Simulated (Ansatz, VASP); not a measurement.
# FeGe: VASP beside Ansatz

```
Ge Fe
1.0
     4.66349    0.00000    0.00000
     0.00000    4.66349    0.00000
     0.00000    0.00000    4.66349
Ge Fe
4 4
Cartesian
  3.9267 3.9267 3.9267
  3.0686 0.7368 1.5949
  1.5949 3.0686 0.7368
  0.7368 1.5949 3.0686
  0.6296 0.6296 0.6296
  1.7022 4.0339 2.9613
  2.9613 1.7022 4.0339
  4.0339 2.9613 1.7022
```

Alike in both runs: task single point; functional PBE; k mesh 4 × 4 × 4; occupations gaussian, width 0.0321 eV; no spin polarisation.

|  | VASP | Ansatz |
| --- | --- | --- |
| version | VASP 6.6.1 | Ansatz 0.2.0 |
| potentials or method | VASP PAW PBE potentials, release 64 (Ge_d, Fe), cutoff 520 eV | PAW plane waves |
| valence electrons in the cell | 88 | 120 |

Ansatz gave:

| Property | Result |
| --- | --- |
| pressure (GPa) | -3.2 |
| rms of the force components (eV/Å) | 0.174 |

Problem. Which values does VASP return?

Solution. Pressure (GPa): -3.0; rms of the force components (eV/Å): 0.169.

Atom by atom the forces differ by 0.011 eV/Å (rms over components). VASP's potentials hold 88 valence electrons a cell and Ansatz's 120, so a difference there can come from the potentials and not from the codes.
